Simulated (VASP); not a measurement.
# Ti (Fm-3m) in VASP: notebook

The runs below take Ti through single point, with PBE.

Everything below comes from runs of VASP 6.6.1. Logs are shortened: lines on timing, memory, paths and dates and some standing lists are left out, and cuts for length are marked.

**1. The cell of the first run**

It takes space group Fm-3m (No. 225, cubic). The conventional cell has a = 3.075 Å, b = 3.075 Å, c = 3.075 Å, α = 90.00°, β = 90.00°, γ = 90.00°. Ti (site symmetry m-3m) has 12 Ti at 2.17 Å within 2.9 Å.

**2. Single point, PBE (volume scaled by 0.418, to set the pressure)**

INCAR reads:

```
SYSTEM = Ti
PREC = Accurate ; ENCUT = 520
EDIFF = 1E-6 ; ISMEAR = -1
SIGMA = 0.05 ; LREAL = .False.
LASPH = .True. ; NELM = 60
ALGO = Normal ; ISIF = 2
LWAVE = .False. ; LCHARG = .False.
GGA = PE ; NBANDS = 12
```

KPOINTS reads:

```
regular mesh
0
Gamma
  21 21 21
  0 0 0
```

POSCAR reads:

```
Ti
1.0
    0.0000000000      1.5374187600      1.5374187600
    1.5374187600      0.0000000000      1.5374187600
    1.5374187600      1.5374187600      0.0000000000
Ti
1
Direct
    0.0000000000      0.0000000000      0.0000000000
```

Potentials or basis: VASP PAW PBE potentials, release 64 (Ti_sv).

The run is started by

```console
> cat potpaw_PBE.64/Ti_sv/POTCAR > POTCAR
> mpirun -np 1 vasp_std > vasp.out
```

OUTCAR:

```text
SYSTEM = Ti
   PREC = Accurate
   ENCUT = 520
   EDIFF = 1E-6
   ISMEAR = -1
   LREAL = .False.
   LASPH = .True.
   NELM = 60
   ISIF = 2
   GGA = PE

 ion  position               nearest neighbor table
   1  0.000  0.000  0.000-

  LATTYP: Found a face centered cubic cell.
 ALAT       =     3.0748375200

  Lattice vectors:

 A1 = (   0.0000000000,   1.5374187600,   1.5374187600)
 A2 = (   1.5374187600,   0.0000000000,   1.5374187600)
 A3 = (   1.5374187600,   1.5374187600,   0.0000000000)

Analysis of symmetry for initial positions (statically):
=====================================================================
 Subroutine PRICEL returns:
 Original cell was already a primitive cell.

 Routine SETGRP: Setting up the symmetry group for a
 face centered cubic supercell.

 Subroutine GETGRP returns: Found 48 space group operations
 (whereof 48 operations were pure point group operations)
 out of a pool of 48 trial point group operations.

The static configuration has the point symmetry O_h .

Analysis of symmetry for dynamics (positions and initial velocities):
=====================================================================
 Subroutine PRICEL returns:
 Original cell was already a primitive cell.

 Routine SETGRP: Setting up the symmetry group for a
 face centered cubic supercell.

 Subroutine GETGRP returns: Found 48 space group operations
 (whereof 48 operations were pure point group operations)
 out of a pool of 48 trial point group operations.

The dynamic configuration has the point symmetry O_h .

 Subroutine INISYM returns: Found 48 space group operations
 (whereof 48 operations are pure point group operations),
 and found     1 'primitive' translations

----------------------------------------------------------------------------------------

                                     Primitive cell

  volume of cell :       7.2679

  direct lattice vectors                    reciprocal lattice vectors
     0.000000000  1.537418760  1.537418760    -0.325220436  0.325220436  0.325220436
     1.537418760  0.000000000  1.537418760     0.325220436 -0.325220436  0.325220436
     1.537418760  1.537418760  0.000000000     0.325220436  0.325220436 -0.325220436

  length of vectors
     2.174238461  2.174238461  2.174238461     0.563298319  0.563298319  0.563298319

  position of ions in fractional coordinates (direct lattice)
     0.000000000  0.000000000  0.000000000

  ion indices of the primitive-cell ions
   primitive index   ion index
                 1           1

----------------------------------------------------------------------------------------

 KPOINTS: regular mesh

Automatic generation of k-mesh.
 Grid dimensions read from file:
 generate k-points for:   21   21   21

 Generating k-lattice:

  Cartesian coordinates                     Fractional coordinates (reciprocal lattice)
    -0.015486687  0.015486687  0.015486687     0.047619048  0.000000000  0.000000000
     0.015486687 -0.015486687  0.015486687     0.000000000  0.047619048  0.000000000
     0.015486687  0.015486687 -0.015486687     0.000000000  0.000000000  0.047619048

  Length of vectors
     0.026823729  0.026823729  0.026823729

  Shift w.r.t. Gamma in fractional coordinates (k-lattice)
     0.000000000  0.000000000  0.000000000

 Subroutine IBZKPT returns following result:
 ===========================================

 Found    286 irreducible k-points:

 Following reciprocal coordinates:
            Coordinates               Weight
  0.000000  0.000000  0.000000      1.000000
  0.047619  0.000000  0.000000      8.000000
  0.095238  0.000000  0.000000      8.000000
  0.142857  0.000000  0.000000      8.000000
  0.190476  0.000000  0.000000      8.000000
  0.238095  0.000000  0.000000      8.000000
[... 16 lines left out ...]
 -0.428571  0.047619  0.000000     24.000000
 -0.380952  0.047619  0.000000     24.000000
 [... further k-points ...]
   k-points           NKPTS =    286   k-points in BZ     NKDIM =    286   number of bands    NBANDS=     12
   number of dos      NEDOS =    301   number of ions     NIONS =      1
   total plane-waves  NPLWV =   4096
   dimension x,y,z NGX =    16 NGY =   16 NGZ =   16
   dimension x,y,z NGXF=    32 NGYF=   32 NGZF=   32
   ions per type =               1
   NGX,Y,Z   is equivalent  to a cutoff of  12.23, 12.23, 12.23 a.u.
   NGXF,Y,Z  is equivalent  to a cutoff of  24.47, 24.47, 24.47 a.u.
 SYSTEM =  Ti
   PREC   = accura    normal or accurate (medium, high low for compatibility)
   ISTART =      0    job   : 0-new  1-cont  2-samecut
   ICHARG =      2    charge: 1-file 2-atom 10-const
   ISPIN  =      1    spin polarized calculation?
   LNONCOLLINEAR =      F non collinear calculations
   LSORBIT =      F    spin-orbit coupling
   LASPH  =      T    aspherical Exc in radial PAW
   ENCUT  =  520.0 eV  38.22 Ry    6.18 a.u.   4.04  4.04  4.04*2*pi/ulx,y,z
   NELM   =     60;   NELMIN=  2; NELMDL= -5     # of ELM steps
   EDIFF  = 0.1E-05   stopping-criterion for ELM
   LREAL  =      F    real-space projection
   EDIFFG = 0.1E-04   stopping-criterion for IOM
   NSW    =      0    number of steps for IOM
   IBRION =     -1    ionic relax: 0-MD 1-quasi-New 2-CG
   NFREE  =      0    steps in history (QN), initial steepest desc. (CG)
   ISIF   =      2    stress and relaxation
   ISYM   =      2    0-nonsym 1-usesym 2-fastsym
   POTIM  = 0.5000    time-step for ionic-motion
   TEBEG  =    0.0;   TEEND  =   0.0 temperature during run
   PSTRESS=    0.0 pullay stress
   NELECT =      12.0000    total number of electrons
   NUPDOWN=      -1.0000    fix difference up-down
   EMIN   =  10.00;   EMAX   =-10.00  energy-range for DOS
   EFERMI =   0.00;   METHOD = LEGACY
   ISMEAR =    -1;   SIGMA  =   0.05  broadening in eV -4-tet -1-fermi 0-gaus
   EFERMI_NEDOS =   21; number of points for ismear=-14 and -15
   IALGO  =     38    algorithm
   IMIX   =      4    mixing-type and parameters
     AMIX     =   0.40;   BMIX     =  1.00
     AMIX_MAG =   1.60;   BMIX_MAG =  1.00
  volume/ion in A,a.u.               =       7.27        49.05
  Fermi-wavevector in a.u.,A,eV,Ry     =   1.934935  3.656497 50.939857  3.743974
  Thomas-Fermi vector in A             =   2.966109
   LORBIT       =      0    0 simple, 1 ext, 2 COOP (PROOUT), +10 PAW based schemes
   GGA     = PE    functional components
   LHFCALC =     F    Hartree Fock is set to
   AEXX    =    0.0000 exact exchange contribution
   IVDW    =     0    specifies the selected vdW correction
   LEPSILON=     F    determine dielectric tensor
   LRPA    =     F    only Hartree local field effects (RPA)
 non-spin polarized calculation
  energy-cutoff  :      520.00
  volume of cell :        7.27
 maximum number of plane-waves:       204
   NGX =  9   NGY =  9   NGZ =  9

 number of electron      11.9999994 magnetization

 Free energy of the ion-electron system (eV)
  ---------------------------------------------------
  ext. energy  EPLUGINS =         0.00000000
  ---------------------------------------------------
  free energy    TOTEN  =        -1.60324445 eV

  energy without entropy =       -1.59882306  energy(sigma->0) =       -1.60103375

 E-fermi :  21.4505     XC(G=0): -16.3509

 val. band max:       21.4444010384   @ k =  -0.1905   0.3333   0.1429
 cond. band min:      21.4511689615   @ k =  -0.2857   0.2857   0.0000
 fundamental gap:      0.0067679231
 Fermi energy:        21.4505110428

 k-point     1 :       0.0000    0.0000    0.0000
  band No.  band energies     occupation
      1     -36.9439      2.00000
      2      -8.1353      2.00000
      3      -8.1353      2.00000
      4      -8.1353      2.00000
      5      16.6045      2.00000
      6      21.7238      0.00842
      7      21.7238      0.00842
      8      21.7238      0.00842
      9      26.5516      0.00000
     10      26.5516      0.00000
     11      41.4796      0.00000
     12      51.3184      0.00000

 k-point     2 :       0.0476    0.0000    0.0000
  band No.  band energies     occupation
      1     -36.8984      2.00000
      2      -8.3168      2.00000
      3      -8.1546      2.00000
      4      -8.1546      2.00000
      5      16.8009      2.00000
      6      21.6053      0.08650
      7      21.8043      0.00169
      8      21.8043      0.00169
      9      26.4765      0.00000
     10      26.4765      0.00000
     11      41.8031      0.00000
     12      50.4232      0.00000

 k-point     3 :       0.0952    0.0000    0.0000
  band No.  band energies     occupation
      1     -36.7642      2.00000
      2      -8.8346      2.00000
      3      -8.2102      2.00000
      4      -8.2102      2.00000
      5      17.3230      2.00000
      6      21.3312      1.83141
      7      22.0220      0.00002
      8      22.0220      0.00002
      9      26.2895      0.00000
     10      26.2895      0.00000
     11      42.6961      0.00000
     12      48.6751      0.00000
[... 286 lines left out ...]
 k-point    23 :      -0.4286    0.0476    0.0000
  band No.  band energies     occupation
      1     -34.5372      2.00000
      2     -15.0706      2.00000
      3      -9.0819      2.00000
      4      -8.9084      2.00000
      5      16.3137      2.00000
      6      21.1114      1.99773
      7      21.3835      1.58523
      8      27.7825      0.00000
      9      29.3898      0.00000
     10      30.8861      0.00000
     11      41.3613      0.00000
     12      45.4104      0.00000

 k-point    24 :      -0.3810    0.0476    0.0000
  band No.  band energies     occupation
      1     -34.7475      2.00000
      2     -14.5902      2.00000
      3      -9.0537      2.00000
      4      -8.8267      2.00000
      5      16.5438      2.00000
      6      21.3449      1.78433
      7      21.5495      0.24290
      8      26.9739      0.00000
      9      28.6448      0.00000
     10      30.2895      0.00000
     11      41.1659      0.00000
     12      46.7725      0.00000

 [... further k-points ...]

------------------------ aborting loop because EDIFF is reached ----------------------------------------

  FORCE on cell =-STRESS in cart. coord.  units (eV):
  Direction    XX          YY          ZZ          XY          YZ          ZX
  --------------------------------------------------------------------------------------
  -------------------------------------------------------------------------------------
  Total       16.5650909     16.5650909     16.5650909      0.0000000      0.0000000     -0.0000000
  in kB     3651.7234577   3651.7234577   3651.7234577      0.0000000      0.0000000     -0.0000000
  external PRESSURE =    3651.7234577 kB  Pullay stress =       0.0000000 kB

 VOLUME and BASIS-vectors are now :
 -----------------------------------------------------------------------------
  energy-cutoff  :      520.00
  volume of cell :        7.27
      direct lattice vectors                 reciprocal lattice vectors
     0.000000000  1.537418760  1.537418760    -0.325220436  0.325220436  0.325220436
     1.537418760  0.000000000  1.537418760     0.325220436 -0.325220436  0.325220436
     1.537418760  1.537418760  0.000000000     0.325220436  0.325220436 -0.325220436

 POSITION                                       TOTAL-FORCE (eV/Angst)
 -----------------------------------------------------------------------------------
      0.00000      0.00000      0.00000         0.000000     -0.000000      0.000000
 -----------------------------------------------------------------------------------
    total drift:                                0.000000      0.000000      0.000000

  FREE ENERGIE OF THE ION-ELECTRON SYSTEM (eV)
  ---------------------------------------------------
  free  energy   TOTEN  =        -1.6032444471 eV

  energy  without entropy=       -1.5988230593  energy(sigma->0) =       -1.60103375
```

Wall time 39 s (1 thread of AMD EPYC 7R13, shared host); peak memory 0.1 GiB.

What came out:

* Free energy: -1.6032 eV
* Pressure: 365.2 GPa
* Band gap on the k mesh: zero (band 6 reaches 22.44 eV, above the bottom of band 7 at 21.03 eV)

Levels at points of the mesh, in eV from the Fermi level:
```tsv
k point	band 2	band 3	band 4	band 5	band 6	band 7	band 8	band 9	band 10	band 11
(0.00, 0.00, 0.00)	-29.59	-29.59	-29.59	-4.85	0.27	0.27	0.27	5.10	5.10	20.03
```

Caveat: the cell differs from its parent crystal (volume scaled by 0.418, to set the pressure).

**3. Single point, PBE**

This run uses another cell than the first one, of 7.31 Å³/atom, 1.005 times its volume.

INCAR reads:

```
PREC = Accurate ; ENCUT = 520
EDIFF = 1E-6 ; ISMEAR = -1
SIGMA = 0.05 ; LREAL = False
LASPH = True ; NELM = 60
ALGO = Normal ; ISIF = 2
LWAVE = False ; LCHARG = False
GGA = PE ; NBANDS = 12
```

KPOINTS reads:

```
regular mesh
0
Gamma
  21 21 21
```

POSCAR reads:

```
Ti
1.0
    0.0000000000      1.5400893852      1.5400893852
    1.5400893852      0.0000000000      1.5400893852
    1.5400893852      1.5400893852      0.0000000000
Ti
1
Direct
    0.0000000000      0.0000000000      0.0000000000
```

Potentials or basis: VASP PAW PBE potentials, release 64 (Ti_sv).

The run is started by

```console
> cat potpaw_PBE.64/Ti_sv/POTCAR > POTCAR
> mpirun -np 1 vasp_std > vasp.out
```

OUTCAR:

```text
PREC = Accurate
   ENCUT = 520
   EDIFF = 1E-6
   ISMEAR = -1
   LREAL = False
   LASPH = True
   NELM = 60
   ISIF = 2
   GGA = PE

 ion  position               nearest neighbor table
   1  0.000  0.000  0.000-

  LATTYP: Found a face centered cubic cell.
 ALAT       =     3.0801787704

  Lattice vectors:

 A1 = (   0.0000000000,   1.5400893852,   1.5400893852)
 A2 = (   1.5400893852,   0.0000000000,   1.5400893852)
[... 536 lines left out ...]
     10      30.1303      0.00000
     11      41.0124      0.00000
     12      46.5318      0.00000

 [... further k-points ...]

------------------------ aborting loop because EDIFF is reached ----------------------------------------

  FORCE on cell =-STRESS in cart. coord.  units (eV):
  Direction    XX          YY          ZZ          XY          YZ          ZX
  --------------------------------------------------------------------------------------
  -------------------------------------------------------------------------------------
  Total       16.4103870     16.4103870     16.4103870      0.0000000      0.0000000      0.0000000
  in kB     3598.8324378   3598.8324378   3598.8324378      0.0000000      0.0000000      0.0000000
  external PRESSURE =    3598.8324378 kB  Pullay stress =       0.0000000 kB

 VOLUME and BASIS-vectors are now :
 -----------------------------------------------------------------------------
  energy-cutoff  :      520.00
  volume of cell :        7.31
      direct lattice vectors                 reciprocal lattice vectors
     0.000000000  1.540089385  1.540089385    -0.324656481  0.324656481  0.324656481
     1.540089385  0.000000000  1.540089385     0.324656481 -0.324656481  0.324656481
     1.540089385  1.540089385  0.000000000     0.324656481  0.324656481 -0.324656481

 POSITION                                       TOTAL-FORCE (eV/Angst)
 -----------------------------------------------------------------------------------
      0.00000      0.00000      0.00000         0.000000     -0.000000      0.000000
 -----------------------------------------------------------------------------------
    total drift:                                0.000000     -0.000000      0.000000

  FREE ENERGIE OF THE ION-ELECTRON SYSTEM (eV)
  ---------------------------------------------------
  free  energy   TOTEN  =        -1.6891098833 eV

  energy  without entropy=       -1.6846003540  energy(sigma->0) =       -1.68685512
```

OSZICAR:

```text
N       E                     dE             d eps       ncg     rms          rms(c)
DAV:   1     0.783617118899E+02    0.78362E+02   -0.64308E+03  7084   0.143E+03
DAV:   2     0.808086477303E+00   -0.77554E+02   -0.74387E+02  7052   0.301E+02
DAV:   3    -0.121218349557E+01   -0.20203E+01   -0.19507E+01  7880   0.512E+01
DAV:   4    -0.124733638107E+01   -0.35153E-01   -0.35087E-01  7740   0.578E+00
DAV:   5    -0.124770151701E+01   -0.36514E-03   -0.36513E-03  7732   0.531E-01    0.287E+01
DAV:   6    -0.138956616143E+01   -0.14186E+00   -0.29357E-01  8320   0.570E+00    0.157E+01
DAV:   7    -0.162530897435E+01   -0.23574E+00   -0.37848E-01  8200   0.489E+00    0.321E+00
DAV:   8    -0.168918753064E+01   -0.63879E-01   -0.19152E-01  7040   0.404E+00    0.692E-01
DAV:   9    -0.168865265272E+01    0.53488E-03   -0.83458E-03  7824   0.113E+00    0.202E-01
DAV:  10    -0.168910343449E+01   -0.45078E-03   -0.13388E-03  7040   0.347E-01    0.450E-02
DAV:  11    -0.168911232117E+01   -0.88867E-05   -0.15017E-04  8616   0.137E-01    0.237E-02
DAV:  12    -0.168910995852E+01    0.23626E-05   -0.12506E-05  7024   0.446E-02    0.605E-04
DAV:  13    -0.168910988331E+01    0.75210E-07   -0.16380E-07  4496   0.496E-03
   1 F= -.16891099E+01 E0= -.16868551E+01  d E =-.450953E-02
```

It took 43 s on 1 thread of AMD EPYC 7R13, shared host; peak memory 0.1 GiB.

Results:

| Quantity | Value |
| --- | --- |
| Free energy | -1.6891 eV |
| Pressure | 359.9 GPa |
| Band gap on the k mesh | zero (band 6 reaches 22.34 eV, above the bottom of band 7 at 20.91 eV) |

Levels at points of the mesh, in eV from the Fermi level:
| k point | band 2 | band 3 | band 4 | band 5 | band 6 | band 7 | band 8 | band 9 | band 10 | band 11 |
| --- | --- | --- | --- | --- | --- | --- | --- | --- | --- | --- |
| (0.00, 0.00, 0.00) | -29.61 | -29.61 | -29.61 | -4.90 | 0.29 | 0.29 | 0.29 | 5.09 | 5.09 | 20.00 |
